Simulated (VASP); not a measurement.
# AlRu (Pm-3m) in VASP: a series of runs, part 2 of 2

VASP 6.6.1. Earlier steps stand in the parts before.

**3. Single point, r2SCAN (12.07 Å³/atom)**

This run uses another cell than the first one, of 12.07 Å³/atom.

The input, POSCAR:

```
AlRu
1.0
    2.8903184697      0.0000000000      0.0000000000
    0.0000000000      2.8903184697      0.0000000000
    0.0000000000      0.0000000000      2.8903184697
Al Ru
1 1
Direct
    0.0000000000      0.0000000000      0.0000000000
    0.5000000000      0.5000000000      0.5000000000
```

The input, INCAR.step1:

```
PREC     = Accurate       # precision mode
ENCUT    = 520            # plane-wave cutoff, eV
ISMEAR   = 0              # smearing method
SIGMA    = 0.1            # smearing width, eV
LREAL    = F              # projectors in reciprocal space
LASPH    = T              # aspherical terms in the spheres
NELM     = 100            # most SCF steps
NBANDS   = 16             # bands
GGA      = PE             # functional
ALGO     = Normal         # electronic algorithm
EDIFF    = 1E-4           # SCF threshold, eV
LWAVE    = T              # write WAVECAR
LCHARG   = F              # write CHGCAR
```

The input, INCAR.step2:

```
PREC     = Accurate       # precision mode
ENCUT    = 520            # plane-wave cutoff, eV
EDIFF    = 1E-6           # SCF threshold, eV
ISMEAR   = 0              # smearing method
SIGMA    = 0.1            # smearing width, eV
LREAL    = F              # projectors in reciprocal space
LASPH    = T              # aspherical terms in the spheres
NELM     = 100            # most SCF steps
ALGO     = Normal         # electronic algorithm
ISIF     = 2              # what is computed and relaxed
LWAVE    = F              # write WAVECAR
LCHARG   = F              # write CHGCAR
METAGGA  = R2SCAN         # meta-GGA
LMIXTAU  = T            
NBANDS   = 16             # bands
ISTART   = 1
```

The input, KPOINTS:

```
regular mesh
0
Gamma
  14 14 14
```

Potentials or basis: VASP PAW PBE potentials, release 64 (Al, Ru_pv).

Started as:

```bash
> cat potpaw_PBE.64/Al/POTCAR potpaw_PBE.64/Ru_pv/POTCAR > POTCAR
> cp INCAR.step1 INCAR
> mpirun -np 1 vasp_std > vasp.out
> cp INCAR.step2 INCAR
> mpirun -np 1 vasp_std > vasp.out
```

It took 2.3 min on 1 thread of Intel Xeon 8259CL, shared host; peak memory 0.18 GiB.

It converged, with:

```yaml
Free_energy: -33.4288 eV
Pressure: 25.9 GPa
Band_gap_on_the_k_mesh: zero (an odd number of electrons rules out a gap without spin polarisation)
```

Levels at points of the mesh, in eV from the Fermi level:
| k point | band 6 | band 7 | band 8 | band 9 | band 10 | band 11 | band 12 | band 13 |
| --- | --- | --- | --- | --- | --- | --- | --- | --- |
| (0.00, 0.00, 0.00) | -4.32 | 0.20 | 0.20 | 0.20 | 7.06 | 7.06 | 7.06 | 10.49 |
| (0.50, 0.00, 0.00) | -3.30 | -1.94 | -1.94 | 0.52 | 2.94 | 7.63 | 10.49 | 12.18 |
| (0.50, 0.50, 0.00) | -1.53 | -1.53 | -1.47 | -1.47 | 2.00 | 6.41 | 7.91 | 10.49 |
| (0.50, 0.50, 0.50) | -5.56 | 2.12 | 2.12 | 3.87 | 4.61 | 4.61 | 4.61 | 10.03 |

Caveat: the cell stands under pressure; the PAW data sets were made with another functional, which shifts forces and pressure a little.

**4. Single point, r2SCAN (12.47 Å³/atom)**

This run uses another cell than the first one, of 12.47 Å³/atom.

The input, POSCAR:

```
AlRu
1.0
    2.9217374363      0.0000000000      0.0000000000
    0.0000000000      2.9217374363      0.0000000000
    0.0000000000      0.0000000000      2.9217374363
Al Ru
1 1
Direct
    0.0000000000      0.0000000000      0.0000000000
    0.5000000000      0.5000000000      0.5000000000
```

The input, INCAR.step1:

```
  PREC = Accurate
  ENCUT = 520
  ISMEAR = 0
  SIGMA = 0.1
  LREAL = False
  LASPH = True
  NELM = 100
  NBANDS = 16
  GGA = PE
  ALGO = Normal
  EDIFF = 1E-4
  LWAVE = True
  LCHARG = False
```

The input, INCAR.step2:

```
  PREC = Accurate
  ENCUT = 520
  EDIFF = 1E-6
  ISMEAR = 0
  SIGMA = 0.1
  LREAL = False
  LASPH = True
  NELM = 100
  ALGO = Normal
  ISIF = 2
  LWAVE = False
  LCHARG = True
  METAGGA = R2SCAN
  LMIXTAU = True
  LELF = True
  LVHAR = True
  NBANDS = 16
  ISTART = 1
```

KPOINTS is that of step 3.

Started as:

```bash
> cat potpaw_PBE.64/Al/POTCAR potpaw_PBE.64/Ru_pv/POTCAR > POTCAR
> cp INCAR.step1 INCAR
> mpirun -np 1 vasp_std > vasp.out
> cp INCAR.step2 INCAR
> mpirun -np 1 vasp_std > vasp.out
```

It took 2.1 min on 1 thread of Intel Xeon 8259CL, shared host; peak memory 0.18 GiB.

The run converged. Its results:

* Free energy: -33.5324 eV
* Pressure: 15.9 GPa
* Band gap on the k mesh: zero (an odd number of electrons rules out a gap without spin polarisation)

Levels at points of the mesh, in eV from the Fermi level:
| k point | band 5 | band 6 | band 7 | band 8 | band 9 | band 10 | band 11 | band 12 | band 13 | band 14 |
| --- | --- | --- | --- | --- | --- | --- | --- | --- | --- | --- |
| (0.00, 0.00, 0.00) | -4.11 | -4.11 | 0.19 | 0.19 | 0.19 | 6.89 | 6.89 | 6.89 | 10.45 | 11.91 |
| (0.50, 0.00, 0.00) | -5.82 | -3.14 | -1.86 | -1.86 | 0.49 | 2.80 | 7.67 | 10.45 | 12.00 | 12.00 |
| (0.50, 0.50, 0.00) | -3.46 | -1.52 | -1.52 | -1.40 | -1.40 | 1.91 | 6.17 | 7.54 | 10.45 | 12.02 |
| (0.50, 0.50, 0.50) | -5.35 | -5.35 | 2.02 | 2.02 | 3.66 | 4.51 | 4.51 | 4.51 | 9.68 | 9.68 |

Caveat: the cell stands under pressure; the PAW data sets were made with another functional, which shifts forces and pressure a little.

**5. Single point, r2SCAN (12.87 Å³/atom)**

This run uses another cell than the first one, of 12.87 Å³/atom.

The input, POSCAR:

```
AlRu
1.0
    2.9524948275      0.0000000000      0.0000000000
    0.0000000000      2.9524948275      0.0000000000
    0.0000000000      0.0000000000      2.9524948275
Al Ru
1 1
Direct
    0.0000000000      0.0000000000      0.0000000000
    0.5000000000      0.5000000000      0.5000000000
```

The input, INCAR.step1:

```
PREC = Accurate ; ENCUT = 520
ISMEAR = 0 ; SIGMA = 0.1
LREAL = F ; LASPH = T
NELM = 100 ; NBANDS = 16
GGA = PE ; ALGO = Normal
EDIFF = 1E-4 ; LWAVE = T
LCHARG = F
```

The input, INCAR.step2:

```
PREC = Accurate ; ENCUT = 520
EDIFF = 1E-6 ; ISMEAR = 0
SIGMA = 0.1 ; LREAL = F
LASPH = T ; NELM = 100
ALGO = Normal ; ISIF = 2
LWAVE = F ; LCHARG = F
METAGGA = R2SCAN ; LMIXTAU = T
NBANDS = 16 ; ISTART = 1
```

The input, KPOINTS:

```
Automatic mesh
0
Gamma
  14 14 14
```

Potentials or basis: VASP PAW PBE potentials, release 64 (Al, Ru_pv).

Started as:

```bash
> cat potpaw_PBE.64/Al/POTCAR potpaw_PBE.64/Ru_pv/POTCAR > POTCAR
> cp INCAR.step1 INCAR
> mpirun -np 1 vasp_std > vasp.out
> cp INCAR.step2 INCAR
> mpirun -np 1 vasp_std > vasp.out
```

OUTCAR:

```text
PREC = Accurate
   ENCUT = 520
   EDIFF = 1E-6
   ISMEAR = 0
   LREAL = F
   LASPH = T
   NELM = 100
   ISIF = 2
   METAGGA = R2SCAN
   ISTART = 1

 ion  position               nearest neighbor table
   1  0.000  0.000  0.000-   2 2.56   2 2.56   2 2.56   2 2.56   2 2.56   2 2.56   2 2.56   2 2.56

   2  0.500  0.500  0.500-   1 2.56   1 2.56   1 2.56   1 2.56   1 2.56   1 2.56   1 2.56   1 2.56

  LATTYP: Found a simple cubic cell.
 ALAT       =     2.9524948275

[... 644 lines left out ...]
 [... further k-points ...]

------------------------ aborting loop because EDIFF is reached ----------------------------------------

  FORCE on cell =-STRESS in cart. coord.  units (eV):
  Direction    XX          YY          ZZ          XY          YZ          ZX
  --------------------------------------------------------------------------------------
  -------------------------------------------------------------------------------------
  Total        1.1838157      1.1838157      1.1838157      0.0000000      0.0000000      0.0000000
  in kB       73.6931693     73.6931693     73.6931693      0.0000000      0.0000000      0.0000000
  external PRESSURE =      73.6931693 kB  Pullay stress =       0.0000000 kB

 VOLUME and BASIS-vectors are now :
 -----------------------------------------------------------------------------
  energy-cutoff  :      520.00
  volume of cell :       25.74
      direct lattice vectors                 reciprocal lattice vectors
     2.952494827  0.000000000  0.000000000     0.338696614  0.000000000  0.000000000
     0.000000000  2.952494827  0.000000000     0.000000000  0.338696614  0.000000000
     0.000000000  0.000000000  2.952494827     0.000000000  0.000000000  0.338696614

 POSITION                                       TOTAL-FORCE (eV/Angst)
 -----------------------------------------------------------------------------------
      0.00000      0.00000      0.00000         0.000000      0.000000      0.000000
      1.47625      1.47625      1.47625         0.000000      0.000000      0.000000
 -----------------------------------------------------------------------------------
    total drift:                                0.000000     -0.000000     -0.000000

  FREE ENERGIE OF THE ION-ELECTRON SYSTEM (eV)
  ---------------------------------------------------
  free  energy   TOTEN  =       -33.5900503018 eV

  energy  without entropy=      -33.5807661799  energy(sigma->0) =      -33.58540824
```

It took 2.3 min on 1 thread of Intel Xeon 8259CL, shared host; peak memory 0.18 GiB.

What came out:

* Free energy: -33.5901 eV
* Pressure: 7.4 GPa
* Band gap on the k mesh: zero (an odd number of electrons rules out a gap without spin polarisation)

Caveat: the cell stands under pressure; the PAW data sets were made with another functional, which shifts forces and pressure a little.

**6. Overview**

| cell | gap on the mesh (eV) | pressure (GPa) |
| --- | --- | --- |
| a = 2.858 Å, 2 atoms | none | 37.7 |
| a = 2.890 Å, 2 atoms | none | 25.9 |
| a = 2.922 Å, 2 atoms | none | 15.9 |
| a = 2.952 Å, 2 atoms | none | 7.4 |

Alike in all rows: task single point; level r2SCAN; potentials or basis VASP PAW PBE potentials, release 64 (Al, Ru_pv); no spin polarisation; k mesh 14 × 14 × 14; cutoff (eV) 520; smearing gaussian 0.1 eV.

Caveats: the cell stands under pressure; the PAW data sets were made with another functional, which shifts forces and pressure a little.

Absolute energies hang on the potentials; compare differences alone.
